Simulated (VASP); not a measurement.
Set up this calculation in VASP 6.6.1, as the native input.

```
Task                   : single point
Functional             : LDA
Potentials or basis    : VASP PAW LDA potentials, release 64 (Si, Ge_d)
Cutoff                 : 520 eV
k mesh                 : 12 × 12 × 6
Occupations            : gaussian, width 0.03 eV
Spin                   : no spin polarisation
Dipole correction      : no
Further INCAR settings : ALGO = Normal; EDIFF = 1e-06; NBANDS = 26
```

The structure of SiGe lies in POSCAR:

```
SiGe
1.0
    3.9035908171      0.0000000000      0.0000000000
   -1.9517954085      3.3806088136      0.0000000000
    0.0000000000      0.0000000000      6.4510978499
Si Ge
2 2
Direct
    0.6666666667      0.3333333333      0.8745031008
    0.3333333333      0.6666666667      0.3745031008
    0.6666666667      0.3333333333      0.5004958992
    0.3333333333      0.6666666667      0.0004958992
```

The input as run:

INCAR

```
SYSTEM = SiGe
PREC     = Accurate       ! precision mode
ENCUT    = 520            ! plane-wave cutoff, eV
EDIFF    = 1E-6           ! SCF threshold, eV
ISMEAR   = 0              ! smearing method
SIGMA    = 0.03           ! smearing width, eV
LREAL    = .FALSE.        ! projectors in reciprocal space
LASPH    = .TRUE.         ! aspherical terms in the spheres
NELM     = 100            ! most SCF steps
ALGO     = Normal         ! electronic algorithm
ISIF     = 2              ! what is computed and relaxed
LWAVE    = .FALSE.        ! write WAVECAR
LCHARG   = .FALSE.        ! write CHGCAR
GGA      = CA             ! functional
NBANDS   = 26             ! bands
```

KPOINTS

```
regular mesh
0
G
  12 12 6
  0 0 0
```

Potentials or basis: VASP PAW LDA potentials, release 64 (Si, Ge_d).

The run is started by

```bash
$ cat potpaw_LDA.64/Si/POTCAR potpaw_LDA.64/Ge_d/POTCAR > POTCAR
$ mpirun -np 1 vasp_std > vasp.out
```

Results of the run:

```json
{
 "Pressure": "-2.0 GPa",
 "Largest force": "0.010 eV/Å",
 "Band gap on the k mesh": "0.36 eV (least direct gap 0.37 eV)"
}
```

Run time: 2.3 min on 1 thread of Intel(R) Xeon(R) Platinum 8259CL CPU @ 2.50GHz (Skylake/Cascade Lake) (shared host), peak memory 0.26 GiB.
